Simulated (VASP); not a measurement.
# LiCl (Fm-3m) in VASP: notebook

Runs on LiCl. Level: PBE. Tasks: vibrations by perturbation theory, elastic constants.

Everything below comes from runs of VASP 6.6.1. Logs are shortened: lines on timing, memory, paths and dates and some standing lists are left out, and cuts for length are marked.

## Step 1: The cell of the first run

Symmetry: Fm-3m, No. 225, cubic system. The conventional cell has a = 5.150 Å, b = 5.150 Å, c = 5.150 Å, α = 90.00°, β = 90.00°, γ = 90.00°. Within 3.4 Å of Li (site symmetry m-3m) lie 6 Cl at 2.58 Å. Within 3.4 Å of Cl (site symmetry m-3m) lie 6 Li at 2.58 Å.

## Step 2: Vibrations by perturbation theory, PBE

The input, INCAR:

```
SYSTEM = LiCl
ALGO     = Normal         ! electronic algorithm
EDIFF    = 1E-8           ! SCF threshold, eV
ENCUT    = 520            ! plane-wave cutoff, eV
GGA      = PE             ! functional
IBRION   = 8              ! ionic algorithm
ISIF     = 2              ! what is computed and relaxed
ISMEAR   = 0              ! smearing method
LASPH    = .True.         ! aspherical terms in the spheres
LCHARG   = .False.        ! write CHGCAR
LEPSILON = .True.         ! dielectric tensor by DFPT
LREAL    = .False.        ! projectors in reciprocal space
LWAVE    = .False.        ! write WAVECAR
NELM     = 100            ! most SCF steps
NSW      = 1              ! ionic steps
PREC     = Accurate       ! precision mode
SIGMA    = 0.01           ! smearing width, eV
```

The input, KPOINTS:

```
k-points
0
Gamma
  8 8 8
  0 0 0
```

The input, POSCAR:

```
LiCl
1.0
    0.0000000000      2.5752045212      2.5752045212
    2.5752045212      0.0000000000      2.5752045212
    2.5752045212      2.5752045212      0.0000000000
Li Cl
1 1
Direct
    0.0000000000      0.0000000000      0.0000000000
    0.5000000000      0.5000000000      0.5000000000
```

Potentials or basis: VASP PAW PBE potentials, release 64 (Li_sv, Cl).

Command:

```
> cat potpaw_PBE.64/Li_sv/POTCAR potpaw_PBE.64/Cl/POTCAR > POTCAR
> mpirun -np 1 vasp_std > vasp.out
```

OUTCAR:

```text
SYSTEM = LiCl
   EDIFF = 1E-8
   ENCUT = 520
   GGA = PE
   IBRION = 8
   ISIF = 2
   ISMEAR = 0
   LASPH = .True.
   LEPSILON = .True.
   LREAL = .False.
   NELM = 100
   NSW = 1
   PREC = Accurate

 ion  position               nearest neighbor table
   1  0.000  0.000  0.000-   2 2.58   2 2.58   2 2.58   2 2.58   2 2.58   2 2.58
   2  0.500  0.500  0.500-   1 2.58   1 2.58   1 2.58   1 2.58   1 2.58   1 2.58

  LATTYP: Found a face centered cubic cell.
 ALAT       =     5.1504090424

  Lattice vectors:

 A1 = (   0.0000000000,   2.5752045212,   2.5752045212)
 A2 = (   2.5752045212,   0.0000000000,   2.5752045212)
 A3 = (   2.5752045212,   2.5752045212,   0.0000000000)

Analysis of symmetry for initial positions (statically):
=====================================================================
 Subroutine PRICEL returns:
 Original cell was already a primitive cell.

 Routine SETGRP: Setting up the symmetry group for a
 face centered cubic supercell.

 Subroutine GETGRP returns: Found 48 space group operations
 (whereof 48 operations were pure point group operations)
 out of a pool of 48 trial point group operations.

The static configuration has the point symmetry O_h .

Analysis of symmetry for dynamics (positions and initial velocities):
=====================================================================
 Subroutine PRICEL returns:
 Original cell was already a primitive cell.

 Routine SETGRP: Setting up the symmetry group for a
 face centered cubic supercell.

 Subroutine GETGRP returns: Found 48 space group operations
 (whereof 48 operations were pure point group operations)
 out of a pool of 48 trial point group operations.

The dynamic configuration has the point symmetry O_h .

 Subroutine INISYM returns: Found 48 space group operations
 (whereof 48 operations are pure point group operations),
 and found     1 'primitive' translations

----------------------------------------------------------------------------------------

                                     Primitive cell

  volume of cell :      34.1559

  direct lattice vectors                    reciprocal lattice vectors
     0.000000000  2.575204521  2.575204521    -0.194159336  0.194159336  0.194159336
     2.575204521  0.000000000  2.575204521     0.194159336 -0.194159336  0.194159336
     2.575204521  2.575204521  0.000000000     0.194159336  0.194159336 -0.194159336

  length of vectors
     3.641889160  3.641889160  3.641889160     0.336293835  0.336293835  0.336293835

  position of ions in fractional coordinates (direct lattice)
     0.000000000  0.000000000  0.000000000
     0.500000000  0.500000000  0.500000000

  ion indices of the primitive-cell ions
   primitive index   ion index
                 1           1
                 2           2

----------------------------------------------------------------------------------------

 KPOINTS: k-points

Automatic generation of k-mesh.
 Grid dimensions read from file:
[... 439 lines left out ...]
 ------------------------------------------------------

 Free energy of the ion-electron system (eV)
  ---------------------------------------------------
  ---------------------------------------------------
  free energy    TOTEN  =        -0.20873607 eV

  energy without entropy =       -0.20873607

------------------------ aborting loop because EDIFF is reached ----------------------------------------

--------------------------------------- Ionic step        2  -------------------------------------------

------------------------ aborting loop because EDIFF is reached ----------------------------------------

--------------------------------------- Ionic step        3  -------------------------------------------

------------------------ aborting loop because EDIFF is reached ----------------------------------------

 PIEZOELECTRIC TENSOR FIELD DIRECTION 3  (e Angst)
 -----------------------------------------------------------------------------
    -0.00038  0.00000  0.00000           ( -0.00000  0.00000  0.00000)
     0.00000 -0.00038  0.00000           (  0.00000 -0.00000  0.00000)
     0.00000  0.00000 -0.00019           (  0.00000  0.00000 -0.00000)

 PIEZOELECTRIC TENSOR FIELD DIRECTION 3  (C/m^2)
 -----------------------------------------------------------------------------
    -0.00018  0.00000  0.00000
     0.00000 -0.00018  0.00000
     0.00000  0.00000 -0.00009

--------------------------------------- Ionic step        4  -------------------------------------------

------------------------ aborting loop because EDIFF is reached ----------------------------------------

[... ionic steps 5 to 6 ...]

--------------------------------------- Ionic step        7  -------------------------------------------

 Free energy of the ion-electron system (eV)
  ---------------------------------------------------
  ---------------------------------------------------
  free energy    TOTEN  =        -0.19010468 eV

  energy without entropy =       -0.19010468

------------------------ aborting loop because EDIFF is reached ----------------------------------------

 INTERNAL STRAIN TENSOR  FOR ION    2  DIRECTION 1   (eV/Angst):
 -----------------------------------------------------------------------------
     0.00269 -0.00000 -0.00000
     0.00000  0.00887  0.00000
    -0.00000  0.00000  0.00887

 MACROSCOPIC STATIC DIELECTRIC TENSOR (including local field effects in DFT)
 ------------------------------------------------------
           2.954350    -0.000000    -0.000000
          -0.000000     2.954350     0.000000
          -0.000000    -0.000000     2.954350
 ------------------------------------------------------

 PIEZOELECTRIC TENSOR (including local field effects)  for field in x, y, z        (e  Angst)
          XX          YY          ZZ          XY          YZ          ZX
  --------------------------------------------------------------------------------
  x     0.00000     0.00000     0.00000     0.00000     0.00000     0.00000
  y     0.00000     0.00000     0.00000     0.00000     0.00000     0.00000
  z     0.00000     0.00000     0.00000     0.00000     0.00000     0.00000

 PIEZOELECTRIC TENSOR (including local field effects)  for field in x, y, z        (C/m^2)
          XX          YY          ZZ          XY          YZ          ZX
  --------------------------------------------------------------------------------
  x     0.00000     0.00000     0.00000     0.00000     0.00000     0.00000
  y     0.00000     0.00000     0.00000     0.00000     0.00000     0.00000
  z     0.00000     0.00000     0.00000     0.00000     0.00000     0.00000

 BORN EFFECTIVE CHARGES (including local field effects) (in |e|, cummulative output)
 ---------------------------------------------------------------------------------
 ion    1
    1     1.18937     0.00000     0.00000
    2     0.00000     1.18937     0.00000
    3     0.00000     0.00000     1.18937
 ion    2
    1    -1.18937     0.00000     0.00000
    2     0.00000    -1.18937     0.00000
    3     0.00000     0.00000    -1.18937

 INTERNAL STRAIN TENSOR FOR ION    2 for displacements in x,y,z  (eV/Angst):
          X           Y           Z          XY          YZ          ZX
  --------------------------------------------------------------------------------
  x     0.00000     0.00000     0.00000     0.00000     0.00000     0.00000
  y     0.00000     0.00000     0.00000     0.00000     0.00000     0.00000
  z     0.00000     0.00000     0.00000     0.00000     0.00000     0.00000

 SECOND DERIVATIVES (NOT SYMMETRIZED)
 ------------------------------------
               1X          1Y          1Z          2X          2Y          2Z
  1X    -0.594030    0.000000    0.000000    0.594030    0.000000    0.000000
  1Y     0.000000   -0.594030    0.000000    0.000000    0.594030    0.000000
  1Z     0.000000    0.000000   -0.594030    0.000000    0.000000    0.594030
  2X     0.610233    0.000000    0.000000   -0.610233    0.000000    0.000000
  2Y     0.000000    0.610233    0.000000    0.000000   -0.610233    0.000000
  2Z     0.000000    0.000000    0.610233    0.000000    0.000000   -0.610233

 Eigenvectors and eigenvalues of the dynamical matrix
 ----------------------------------------------------

   1 f  =    4.991784 THz    31.364302 2PiTHz  166.507979 cm-1    20.644349 meV
             X         Y         Z           dx          dy          dz
      0.000000  0.000000  0.000000     0.000000    0.000000    0.911677
      2.575205  2.575205  2.575205     0.000000   -0.000000   -0.410907
[... 21 lines left out ...]
   6 f/i=    0.025161 THz     0.158089 2PiTHz    0.839268 cm-1     0.104056 meV
             X         Y         Z           dx          dy          dz
      0.000000  0.000000  0.000000    -0.328872    0.227054   -0.095571
      2.575205  2.575205  2.575205    -0.729667    0.503764   -0.212044

--------------------------------------------------------------------------------------------------------

 MACROSCOPIC STATIC DIELECTRIC TENSOR IONIC CONTRIBUTION
 ------------------------------------------------------
          12.445181    -0.000000     0.000000
          -0.000000    12.445181    -0.000000
           0.000000    -0.000000    12.445181
 ------------------------------------------------------

 ELASTIC MODULI CONTR FROM IONIC RELAXATION (kBar)
 Direction    XX          YY          ZZ          XY          YZ          ZX
 --------------------------------------------------------------------------------
 XX           0.0000      0.0000      0.0000      0.0000      0.0000      0.0000
 YY           0.0000      0.0000      0.0000      0.0000      0.0000      0.0000
 ZZ           0.0000      0.0000      0.0000      0.0000      0.0000      0.0000
 XY           0.0000      0.0000      0.0000      0.0000      0.0000      0.0000
 YZ           0.0000      0.0000      0.0000      0.0000      0.0000      0.0000
 ZX           0.0000      0.0000      0.0000      0.0000      0.0000      0.0000
 --------------------------------------------------------------------------------

 PIEZOELECTRIC TENSOR IONIC CONTR  for field in x, y, z        (C/m^2)
          XX          YY          ZZ          XY          YZ          ZX
  --------------------------------------------------------------------------------
  x     0.00000     0.00000     0.00000     0.00000     0.00000     0.00000
  y     0.00000     0.00000     0.00000     0.00000     0.00000     0.00000
  z     0.00000     0.00000     0.00000     0.00000     0.00000     0.00000
```

Run time: 2.2 min. Hardware: 1 thread of Intel Xeon 6975P-C (Granite Rapids), shared host; peak memory 0.19 GiB.

What came out:

```yaml
Electronic_dielectric_tensor_diagonal: 2.95
Born_charges_mean_of_the_diagonal: Li +1.19; Cl -1.19 e
Highest_phonon_frequency_at_Γ_LO-TO_splitting_left_out: 167 cm⁻¹
```

Phonon frequencies in cm⁻¹ (negative: imaginary):
| q point | frequencies |
| --- | --- |
| (0.000, 0.000, 0.000) | -1 -1 -1 167 167 167 |

Electronic dielectric tensor:
```
2.95 0.00 0.00
0.00 2.95 0.00
0.00 0.00 2.95
```

Born effective charge tensors (e):
atom 1, Li
```
1.19 0.00 0.00
0.00 1.19 0.00
0.00 0.00 1.19
```
atom 2, Cl
```
-1.19  0.00  0.00
 0.00 -1.19  0.00
 0.00  0.00 -1.19
```

Caveat: the cutoff is under 1.25 times the usual one of these potentials, so pressure, stress and relaxed cells hold a basis-set (Pulay) error.

## Step 3: Elastic constants, PBE

The input, INCAR:

```
PREC = Accurate
ENCUT = 600
EDIFF = 1E-8
ISMEAR = 0
SIGMA = 0.01
LREAL = F
LASPH = T
NELM = 60
ALGO = Normal
ISIF = 3
LWAVE = F
LCHARG = F
GGA = PE
NBANDS = 12
IBRION = 6
NFREE = 2
POTIM = 0.015
NSW = 1
```

The input, KPOINTS:

```
Automatic mesh
0
Gamma
  8 8 8
```

POSCAR is that of step 2.

Potentials or basis: VASP PAW PBE potentials, release 64 (Li_sv, Cl).

Command:

```
> cat potpaw_PBE.64/Li_sv/POTCAR potpaw_PBE.64/Cl/POTCAR > POTCAR
> mpirun -np 1 vasp_std > vasp.out
```

It took 5.3 min on 1 thread of Intel Xeon 6975P-C (Granite Rapids), shared host; peak memory 0.26 GiB.

It converged, with:

```yaml
Elastic_constants_C11_C12_C44: 52, 22, 25 GPa
Voigt_bulk_modulus: 32 GPa
Highest_phonon_frequency_at_Γ_LO-TO_splitting_left_out: 168 cm⁻¹
```

Phonon frequencies in cm⁻¹ (negative: imaginary):
```
              q point           frequencies
(0.000, 0.000, 0.000)  -1 -1 -1 168 168 168
```

Elastic tensor in Voigt notation (GPa, in the Cartesian axes of the cell as first typed):
```
52 22 22  0  0  0
22 52 22  0  0  0
22 22 52  0  0  0
 0  0  0 25  0  0
 0  0  0  0 25  0
 0  0  0  0  0 25
```

Clamped-ion elastic tensor (GPa):
```
52 22 22  0  0  0
22 52 22  0  0  0
22 22 52  0  0  0
 0  0  0 25  0  0
 0  0  0  0 25  0
 0  0  0  0  0 25
```

Caveat: the cutoff is under 1.25 times the usual one of these potentials, so pressure, stress and relaxed cells hold a basis-set (Pulay) error.
